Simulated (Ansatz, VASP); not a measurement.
Two plane-wave programs on Al2Ga3N5

The input INCAR:

```
SYSTEM = Al2Ga3N5
PREC = Accurate
ENCUT = 520
EDIFF = 1E-6
ISMEAR = 0
SIGMA = 0.1
LREAL = .FALSE.
LASPH = .TRUE.
NELM = 60
ALGO = Normal
ISIF = 2
LWAVE = .FALSE.
LCHARG = .TRUE.
GGA = PE
LELF = .TRUE.
LVHAR = .TRUE.
NBANDS = 46
```

File KPOINTS:

```
Automatic mesh
0
G
  6 6 6
  0 0 0
```

Contents of POSCAR:

```
Al2Ga3N5
1.0
    1.6973499600      0.9799654500     13.8588043600
   -1.6973499600      0.9799654500     13.8588043600
    0.0000000000     -1.9599309100     13.8588043600
Al Ga N
2 3 5
Direct
    0.7000000000      0.7000000000      0.7000000000
    0.3000000000      0.3000000000      0.3000000000
    0.1000000000      0.1000000000      0.1000000000
    0.9000000000      0.9000000000      0.9000000000
    0.5000000000      0.5000000000      0.5000000000
    0.4000000000      0.4000000000      0.4000000000
    0.0000000000      0.0000000000      0.0000000000
    0.6000000000      0.6000000000      0.6000000000
    0.2000000000      0.2000000000      0.2000000000
    0.8000000000      0.8000000000      0.8000000000
```

Input for Ansatz:

```yaml
crystal:
  lattice:
    - [1.69734996, 0.97996545, 13.85880436]
    - [-1.69734996, 0.97996545, 13.85880436]
    - [0.0, -1.95993091, 13.85880436]
  atoms:
    - { symbol: Al, position: [0.7, 0.7, 0.7] }
    - { symbol: Al, position: [0.3, 0.3, 0.3] }
    - { symbol: Ga, position: [0.1, 0.1, 0.1] }
    - { symbol: Ga, position: [0.9, 0.9, 0.9] }
    - { symbol: Ga, position: [0.5, 0.5, 0.5] }
    - { symbol: "N", position: [0.4, 0.4, 0.4] }
    - { symbol: "N", position: [0.0, 0.0, 0.0] }
    - { symbol: "N", position: [0.6, 0.6, 0.6] }
    - { symbol: "N", position: [0.2, 0.2, 0.2] }
    - { symbol: "N", position: [0.8, 0.8, 0.8] }
basis:
  ecutwfc: 420
kpoints:
  mp_grid: { grid: [6, 6, 6] }
hamiltonian:
  xc: pbe
scf:
  occupations: { method: gaussian, width: 0.1 }
  lower_state_search: "off"
output:
  forces: true
  stress: true
  eigenvalues: true
```

Alike in both runs: task single point; functional PBE; k mesh 6 × 6 × 6; occupations gaussian, width 0.1 eV; no spin polarisation.

|  | VASP | Ansatz |
| --- | --- | --- |
| version | VASP 6.6.1 | Ansatz 0.2.0 |
| potentials or method | VASP PAW PBE potentials, release 64 (Al, Ga_d, N), cutoff 520 eV | scalar-relativistic, plane waves, PAW |
| valence electrons in the cell | 70 | 70 |

Ansatz gave:

```
gap on the k mesh at the Fermi level (eV) : none
rms of the force components (eV/Å)        : 0.178
```

What did VASP give for the same quantities?

gap on the k mesh at the Fermi level (eV): none; rms of the force components (eV/Å): 0.182.

Atom by atom the forces differ by 0.003 eV/Å (rms over components). A gap of «none» marks a metal or a gap that the smearing closes. The functional is the same, so the differences come from potentials, cutoffs and numerics.
